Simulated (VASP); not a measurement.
# NaCl (Fm-3m) in VASP: further runs

The runs below take NaCl through relaxation of cell and atoms, with PBE.

Everything below comes from runs of VASP 6.6.1. Logs are shortened: lines on timing, memory, paths and dates and some standing lists are left out, and cuts for length are marked.

### Step 1. The cell of the first run

It takes space group Fm-3m (No. 225, cubic). Conventional cell: a = 5.359 Å, b = 5.359 Å, c = 5.359 Å, α = 90.00°, β = 90.00°, γ = 90.00°. Within 3.5 Å of Na (site symmetry m-3m) lie 6 Cl at 2.68 Å. Cl (site symmetry m-3m) has 6 Na at 2.68 Å within 3.5 Å.

### Step 2. Relaxation of cell and atoms, PBE, target pressure 6.66 GPa, at which the enthalpy is minimised

The input, INCAR:

```
ALGO = Normal
EDIFF = 1E-6
EDIFFG = -0.05
ENCUT = 600
GGA = PE
IBRION = 2
ISIF = 3
ISMEAR = 0
LASPH = True
LCHARG = False
LREAL = False
LWAVE = False
NELM = 60
NSW = 80
PREC = Accurate
PSTRESS = 66.6
SIGMA = 0.1
```

The input, KPOINTS:

```
k-points
0
Gamma
  6 6 6
```

The input, POSCAR:

```
NaCl
1.0
    0.0000000000      2.6796849113      2.6796849113
    2.6796849113      0.0000000000      2.6796849113
    2.6796849113      2.6796849113      0.0000000000
Na Cl
1 1
Direct
    0.0000000000      0.0000000000      0.0000000000
    0.5000000000      0.5000000000      0.5000000000
```

Potentials or basis: VASP PAW PBE potentials, release 64 (Na_pv, Cl).

Command:

```bash
$ cat potpaw_PBE.64/Na_pv/POTCAR potpaw_PBE.64/Cl/POTCAR > POTCAR
$ mpirun -np 1 vasp_std > vasp.out
```

OUTCAR:

```text
EDIFF = 1E-6
   EDIFFG = -0.05
   ENCUT = 600
   GGA = PE
   IBRION = 2
   ISIF = 3
   ISMEAR = 0
   LASPH = True
   LREAL = False
   NELM = 60
   NSW = 80
   PREC = Accurate
   PSTRESS = 66.6

 ion  position               nearest neighbor table
   1  0.000  0.000  0.000-   2 2.68   2 2.68   2 2.68   2 2.68   2 2.68   2 2.68
   2  0.500  0.500  0.500-   1 2.68   1 2.68   1 2.68   1 2.68   1 2.68   1 2.68

  LATTYP: Found a face centered cubic cell.
 ALAT       =     5.3593698226

  Lattice vectors:

 A1 = (   0.0000000000,   2.6796849113,   2.6796849113)
 A2 = (   2.6796849113,   0.0000000000,   2.6796849113)
 A3 = (   2.6796849113,   2.6796849113,   0.0000000000)

Analysis of symmetry for initial positions (statically):
=====================================================================
 Subroutine PRICEL returns:
 Original cell was already a primitive cell.

 Routine SETGRP: Setting up the symmetry group for a
 face centered cubic supercell.

 Subroutine GETGRP returns: Found 48 space group operations
 (whereof 48 operations were pure point group operations)
 out of a pool of 48 trial point group operations.

The static configuration has the point symmetry O_h .

Analysis of symmetry for dynamics (positions and initial velocities):
=====================================================================
 Subroutine PRICEL returns:
 Original cell was already a primitive cell.

 Routine SETGRP: Setting up the symmetry group for a
 face centered cubic supercell.

 Subroutine GETGRP returns: Found 48 space group operations
 (whereof 48 operations were pure point group operations)
 out of a pool of 48 trial point group operations.

The dynamic configuration has the point symmetry O_h .

 Subroutine INISYM returns: Found 48 space group operations
 (whereof 48 operations are pure point group operations),
 and found     1 'primitive' translations

----------------------------------------------------------------------------------------

                                     Primitive cell

  volume of cell :      38.4841

  direct lattice vectors                    reciprocal lattice vectors
     0.000000000  2.679684911  2.679684911    -0.186589102  0.186589102  0.186589102
     2.679684911  0.000000000  2.679684911     0.186589102 -0.186589102  0.186589102
     2.679684911  2.679684911  0.000000000     0.186589102  0.186589102 -0.186589102

  length of vectors
     3.789646744  3.789646744  3.789646744     0.323181804  0.323181804  0.323181804

  position of ions in fractional coordinates (direct lattice)
     0.000000000  0.000000000  0.000000000
     0.500000000  0.500000000  0.500000000

  ion indices of the primitive-cell ions
   primitive index   ion index
                 1           1
                 2           2

----------------------------------------------------------------------------------------

 KPOINTS: k-points

Automatic generation of k-mesh.
 Grid dimensions read from file:
 generate k-points for:    6    6    6

 Generating k-lattice:

  Cartesian coordinates                     Fractional coordinates (reciprocal lattice)
    -0.031098184  0.031098184  0.031098184     0.166666667  0.000000000  0.000000000
     0.031098184 -0.031098184  0.031098184     0.000000000  0.166666667  0.000000000
     0.031098184  0.031098184 -0.031098184     0.000000000  0.000000000  0.166666667

  Length of vectors
     0.053863634  0.053863634  0.053863634

  Shift w.r.t. Gamma in fractional coordinates (k-lattice)
     0.000000000  0.000000000  0.000000000

 Subroutine IBZKPT returns following result:
 ===========================================

 Found     16 irreducible k-points:

 Following reciprocal coordinates:
            Coordinates               Weight
  0.000000  0.000000  0.000000      1.000000
  0.166667  0.000000  0.000000      8.000000
  0.333333  0.000000  0.000000      8.000000
  0.500000  0.000000  0.000000      4.000000
  0.166667  0.166667  0.000000      6.000000
  0.333333  0.166667  0.000000     24.000000
[... 8 lines left out ...]
 -0.333333  0.333333  0.166667     24.000000
 -0.333333  0.500000  0.166667     12.000000
   k-points           NKPTS =     16   k-points in BZ     NKDIM =     16   number of bands    NBANDS=     11
   number of dos      NEDOS =    301   number of ions     NIONS =      2
   total plane-waves  NPLWV =  27000
   dimension x,y,z NGX =    30 NGY =   30 NGZ =   30
   dimension x,y,z NGXF=    60 NGYF=   60 NGZF=   60
   ions per type =               1   1
   NGX,Y,Z   is equivalent  to a cutoff of  13.16, 13.16, 13.16 a.u.
   NGXF,Y,Z  is equivalent  to a cutoff of  26.32, 26.32, 26.32 a.u.
 SYSTEM =  unknown system
   PREC   = accura    normal or accurate (medium, high low for compatibility)
   ISTART =      0    job   : 0-new  1-cont  2-samecut
   ICHARG =      2    charge: 1-file 2-atom 10-const
   ISPIN  =      1    spin polarized calculation?
   LNONCOLLINEAR =      F non collinear calculations
   LSORBIT =      F    spin-orbit coupling
   LASPH  =      T    aspherical Exc in radial PAW
   ENCUT  =  600.0 eV  44.10 Ry    6.64 a.u.   7.57  7.57  7.57*2*pi/ulx,y,z
   NELM   =     60;   NELMIN=  2; NELMDL= -5     # of ELM steps
   EDIFF  = 0.1E-05   stopping-criterion for ELM
   LREAL  =      F    real-space projection
   EDIFFG = -.5E-01   stopping-criterion for IOM
   NSW    =     80    number of steps for IOM
   IBRION =      2    ionic relax: 0-MD 1-quasi-New 2-CG
   NFREE  =      1    steps in history (QN), initial steepest desc. (CG)
   ISIF   =      3    stress and relaxation
   ISYM   =      2    0-nonsym 1-usesym 2-fastsym
   POTIM  = 0.5000    time-step for ionic-motion
   TEBEG  =    0.0;   TEEND  =   0.0 temperature during run
   PSTRESS=   66.6 pullay stress
   NELECT =      14.0000    total number of electrons
   NUPDOWN=      -1.0000    fix difference up-down
   EMIN   =  10.00;   EMAX   =-10.00  energy-range for DOS
   EFERMI =   0.00;   METHOD = LEGACY
   ISMEAR =     0;   SIGMA  =   0.10  broadening in eV -4-tet -1-fermi 0-gaus
   EFERMI_NEDOS =   21; number of points for ismear=-14 and -15
   IALGO  =     38    algorithm
   IMIX   =      4    mixing-type and parameters
     AMIX     =   0.40;   BMIX     =  1.00
     AMIX_MAG =   1.60;   BMIX_MAG =  1.00
  volume/ion in A,a.u.               =      19.24       129.85
  Fermi-wavevector in a.u.,A,eV,Ry     =   1.168666  2.208459 18.582571  1.365780
  Thomas-Fermi vector in A             =   2.305150
   LORBIT       =      0    0 simple, 1 ext, 2 COOP (PROOUT), +10 PAW based schemes
   GGA     = PE    functional components
   LHFCALC =     F    Hartree Fock is set to
   AEXX    =    0.0000 exact exchange contribution
   IVDW    =     0    specifies the selected vdW correction
   LEPSILON=     F    determine dielectric tensor
   LRPA    =     F    only Hartree local field effects (RPA)
 conjugate gradient relaxation of ions
 non-spin polarized calculation
 Gauss-broadening in eV      SIGMA  =   0.10
  energy-cutoff  :      600.00
  volume of cell :       38.48
 maximum number of plane-waves:      1303
   NGX = 15   NGY = 15   NGZ = 15

 number of electron      13.9999995 magnetization

 Free energy of the ion-electron system (eV)
  ---------------------------------------------------
  ext. energy  EPLUGINS =         0.00000000
  ---------------------------------------------------
  free energy    TOTEN  =        -6.64294650 eV

  energy without entropy =       -6.64294650  energy(sigma->0) =       -6.64294650

 E-fermi :   0.7924     XC(G=0):  -8.8415

 val. band max:        0.2553769621   @ k =   0.0000   0.0000   0.0000
 cond. band min:       6.0234390556   @ k =   0.0000   0.0000   0.0000
 fundamental gap:      5.7680620934
 Fermi energy:         0.7924284630

 k-point     1 :       0.0000    0.0000    0.0000
  band No.  band energies     occupation
      1     -20.3183      2.00000
      2     -20.3183      2.00000
      3     -20.3183      2.00000
      4     -12.8045      2.00000
      5       0.2554      2.00000
      6       0.2554      2.00000
      7       0.2554      2.00000
      8       6.0234      0.00000
      9      11.4928      0.00000
     10      11.4928      0.00000
     11      11.4928      0.00000

 k-point     2 :       0.1667    0.0000    0.0000
  band No.  band energies     occupation
      1     -20.3337      2.00000
      2     -20.3192      2.00000
      3     -20.3192      2.00000
      4     -12.6798      2.00000
      5      -0.5003      2.00000
      6       0.1594      2.00000
      7       0.1594      2.00000
      8       6.9173      0.00000
      9      10.7648      0.00000
     10      11.8503      0.00000
     11      11.8503      0.00000

 k-point     3 :       0.3333    0.0000    0.0000
  band No.  band energies     occupation
      1     -20.3637      2.00000
      2     -20.3211      2.00000
      3     -20.3211      2.00000
      4     -12.4154      2.00000
      5      -1.6757      2.00000
      6      -0.0217      2.00000
      7      -0.0217      2.00000
      8       7.7841      0.00000
      9      11.1244      0.00000
     10      11.7901      0.00000
     11      11.7901      0.00000
[... 155 lines left out ...]
 k-point    15 :      -0.3333    0.3333    0.1667
  band No.  band energies     occupation
      1     -20.3582      2.00000
      2     -20.3395      2.00000
      3     -20.3300      2.00000
      4     -12.2120      2.00000
      5      -1.6163      2.00000
      6      -1.0114      2.00000
      7      -0.4423      2.00000
      8       9.5733      0.00000
      9       9.9755      0.00000
     10      10.7984      0.00000
     11      12.8142      0.00000

 k-point    16 :      -0.3333    0.5000    0.1667
  band No.  band energies     occupation
      1     -20.3511      2.00000
      2     -20.3395      2.00000
      3     -20.3375      2.00000
      4     -12.1988      2.00000
      5      -1.5713      2.00000
      6      -0.9141      2.00000
      7      -0.6689      2.00000
      8       9.2076      0.00000
      9       9.2379      0.00000
     10      11.4802      0.00000
     11      13.1754      0.00000

------------------------ aborting loop because EDIFF is reached ----------------------------------------

  FORCE on cell =-STRESS in cart. coord.  units (eV):
  Direction    XX          YY          ZZ          XY          YZ          ZX
  --------------------------------------------------------------------------------------
  -------------------------------------------------------------------------------------
  Total        1.5924531      1.5924531      1.5924531      0.0000000      0.0000000      0.0000000
  in kB       66.2973326     66.2973326     66.2973326      0.0000000      0.0000000      0.0000000
  external PRESSURE =      -0.3026674 kB  Pullay stress =      66.6000000 kB

 VOLUME and BASIS-vectors are now :
 -----------------------------------------------------------------------------
  energy-cutoff  :      600.00
  volume of cell :       38.48
      direct lattice vectors                 reciprocal lattice vectors
     0.000000000  2.679684911  2.679684911    -0.186589102  0.186589102  0.186589102
     2.679684911  0.000000000  2.679684911     0.186589102 -0.186589102  0.186589102
     2.679684911  2.679684911  0.000000000     0.186589102  0.186589102 -0.186589102

 POSITION                                       TOTAL-FORCE (eV/Angst)
 -----------------------------------------------------------------------------------
      0.00000      0.00000      0.00000         0.000000      0.000000      0.000000
      2.67968      2.67968      2.67968         0.000000      0.000000      0.000000
 -----------------------------------------------------------------------------------
    total drift:                               -0.000000      0.000000      0.000000

  FREE ENERGIE OF THE ION-ELECTRON SYSTEM (eV)
  ---------------------------------------------------
  free  energy   TOTEN  =        -6.6429464967 eV

  energy  without entropy=       -6.6429464967  energy(sigma->0) =       -6.64294650

  enthalpy is  TOTEN    =        -5.0432233270 eV   P V=        1.5997231697

 reached required accuracy - stopping structural energy minimisation
```

Wall time 7.7 s (1 thread of Intel Xeon Platinum 8559C (Emerald Rapids), shared host); peak memory 0.15 GiB.

Results:

| Quantity | Value |
| --- | --- |
| Free energy | -6.6429 eV |
| Pressure after relaxing | 6.6 GPa |
| Band gap on the k mesh | 5.77 eV, direct |

Final structure:
```
CELL_PARAMETERS angstrom
0.00000 2.67968 2.67968
2.67968 0.00000 2.67968
2.67968 2.67968 0.00000
ATOMIC_POSITIONS crystal
Na 0.00000 0.00000 0.00000
Cl 0.50000 0.50000 0.50000
```

Levels at points of the mesh, in eV from the valence-band top:
| k point | band 4 | band 5 | band 6 | band 7 | band 8 | band 9 | band 10 | band 11 |
| --- | --- | --- | --- | --- | --- | --- | --- | --- |
| (0.00, 0.00, 0.00) | -13.06 | 0.00 | 0.00 | 0.00 | 5.77 | 11.24 | 11.24 | 11.24 |
| (0.50, 0.00, 0.00) | -12.53 | -2.43 | -0.36 | -0.36 | 7.53 | 11.33 | 11.33 | 11.94 |
| (0.50, 0.50, 0.00) | -12.48 | -2.10 | -0.76 | -0.76 | 7.89 | 7.98 | 12.47 | 15.82 |

Caveat: the relaxation stopped at its first step, so nothing moved; the cell is relaxed towards a set pressure, so the enthalpy falls and the energy may rise.

### Step 3. Relaxation of cell and atoms, PBE, target pressure 12 GPa, at which the enthalpy is minimised

This run uses another cell than the first one, of 22.19 Å³/atom, 1.153 times its volume.

The input, INCAR:

```
SYSTEM = NaCl
PREC = Accurate ; ENCUT = 600
EDIFF = 1E-6 ; ISMEAR = 0
SIGMA = 0.1 ; LREAL = .FALSE.
LASPH = .TRUE. ; NELM = 80
ALGO = Normal ; ISIF = 3
LWAVE = .FALSE. ; LCHARG = .FALSE.
GGA = PE ; IBRION = 2
NSW = 80 ; EDIFFG = -0.05
PSTRESS = 120.0
```

The input, KPOINTS:

```
regular mesh
0
G
  6 6 6
  0 0 0
```

The input, POSCAR:

```
NaCl
1.0
    0.0000000000      2.8100000000      2.8100000000
    2.8100000000      0.0000000000      2.8100000000
    2.8100000000      2.8100000000      0.0000000000
Na Cl
1 1
Direct
    0.0000000000      0.0000000000      0.0000000000
    0.5000000000      0.5000000000      0.5000000000
```

Potentials or basis: VASP PAW PBE potentials, release 64 (Na_pv, Cl).

Command:

```bash
$ cat potpaw_PBE.64/Na_pv/POTCAR potpaw_PBE.64/Cl/POTCAR > POTCAR
$ mpirun -np 1 vasp_std > vasp.out
```

It took 11 s on 1 thread of Intel Xeon Platinum 8559C (Emerald Rapids), shared host; peak memory 0.17 GiB.

The run converged. Its results:

```yaml
Free_energy: -6.4653 eV
Relaxed_volume: 17.67 Å³/atom
Relaxed_cell: a = 3.683 Å, b = 3.683 Å, c = 3.683 Å, α = 60.00°, β = 60.00°, γ = 60.00°
Space_group_after_relaxing_to_0.05_Å: Fm-3m (No. 225)
Energy_change_on_relaxing_the_enthalpy_is_what_falls: +153.5 meV/atom
Ionic_steps: 2
Pressure_after_relaxing: 11.9 GPa
Band_gap_on_the_k_mesh: 6.21 eV, direct
```

Step by step:
```
step  energy change (eV)  largest force (eV/Å)  pressure (GPa)  volume (Å³)
   1              0.0000                0.0000            1.05        44.38
   2              0.3070                0.0000           11.87        35.33
```

Final structure:
```
Na Cl
1.0
     0.00000    2.60447    2.60447
     2.60447    0.00000    2.60447
     2.60447    2.60447    0.00000
Na Cl
1 1
Direct
  0.00000 0.00000 0.00000
  0.50000 0.50000 0.50000
```

Levels at points of the mesh, in eV from the valence-band top:
```csv
k point,band 5,band 6,band 7,band 8,band 9,band 10
"(0.00, 0.00, 0.00)",0.00,0.00,0.00,6.21,11.26,11.26
"(0.50, 0.00, 0.00)",-2.77,-0.43,-0.43,7.65,11.50,11.50
"(0.50, 0.50, 0.00)",-2.39,-0.87,-0.87,7.73,8.21,13.17
```

Caveat: the cell is relaxed towards a set pressure, so the enthalpy falls and the energy may rise; the volume moved by over 15 % at a fixed basis, so the end points are rough.

(Continued in part 2 of 2.)
